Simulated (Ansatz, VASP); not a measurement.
**Two plane-wave programs on Ta4O**

```
Ta O
1.0
     3.23136    0.00000    0.00000
     0.00000    3.23136    0.00000
     0.00000    0.00000    7.32020
Ta O
4 1
Direct
  0.00000 0.00000 0.50000
  0.50000 0.50000 0.78243
  0.50000 0.50000 0.21757
  0.00000 0.00000 0.00000
  0.50000 0.50000 0.50000
```

Alike in both runs: functional r2SCAN; dispersion rVV10; k mesh 12 × 12 × 6; occupations gaussian, width 0.1 eV; no spin polarisation.

Ansatz relaxed the structure, and its values are those at the end. VASP's run is a single point on that final structure, the one shown.

```csv
,VASP,Ansatz
version,VASP 6.6.1,Ansatz 0.2.0
potentials or method,"VASP PAW PBE potentials, release 64 (Ta_pv, O), cutoff 520 eV","scalar-relativistic, plane waves, PAW"
valence electrons in the cell,50,58
```

VASP gave:

```
gap on the k mesh at the Fermi level (eV) : none
pressure (GPa)                            : 1.6
rms of the force components (eV/Å)        : 0.013
```

What did Ansatz give for the same quantities?

gap on the k mesh at the Fermi level (eV): none; pressure (GPa): 0.0; rms of the force components (eV/Å): 0.000.

VASP's potentials were made for PBE, not for r2SCAN. A gap of «none» marks a metal or a gap that the smearing closes. VASP's potentials hold 50 valence electrons a cell and Ansatz's 58, so a difference there can come from the potentials and not from the codes.

Neither program's run includes spin-orbit coupling.
